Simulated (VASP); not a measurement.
CuO: single point with PBE

The system is CuO.

```
CELL_PARAMETERS angstrom
0.00000 2.32725 2.32725
2.32725 0.00000 2.32725
2.32725 2.32725 0.00000
ATOMIC_POSITIONS crystal
Cu 0.00000 0.00000 0.00000
O 0.25000 0.25000 0.25000
```

```json
{"Program": "VASP 6.6.1", "Task": "single point", "Functional": "PBE", "Potentials or basis": "VASP PAW PBE potentials, release 64 (Cu, O)", "Cutoff": "520 eV", "k mesh": "13 × 13 × 13", "Occupations": "fermi-dirac, width 0.05 eV", "Spin": "no spin polarisation", "Dipole correction": "no", "Further INCAR settings": "ALGO = Normal; EDIFF = 1e-06; NBANDS = 16"}
```

The pressure is -9.0 GPa.

Levels at points of the mesh, in eV from the Fermi level:
```csv
k point,band 7,band 8,band 9,band 10,band 11,band 12
"(0.00, 0.00, 0.00)",0.72,0.72,0.72,0.90,13.85,13.85
```

Wall time 21 s on 1 thread of AMD EPYC 9R45 96-Core Processor (Zen 5), on a shared host, peak memory 0.13 GiB.

Caveat: an odd number of electrons without spin polarisation forces a metal; a magnetic or distorted state may lie lower; semilocal functionals often make such compounds metallic where correlation or magnetic order opens a gap, which also shifts bond lengths. With open d or f shells a metallic result of PBE can be an artefact of self-interaction; +U or a hybrid may open a gap.
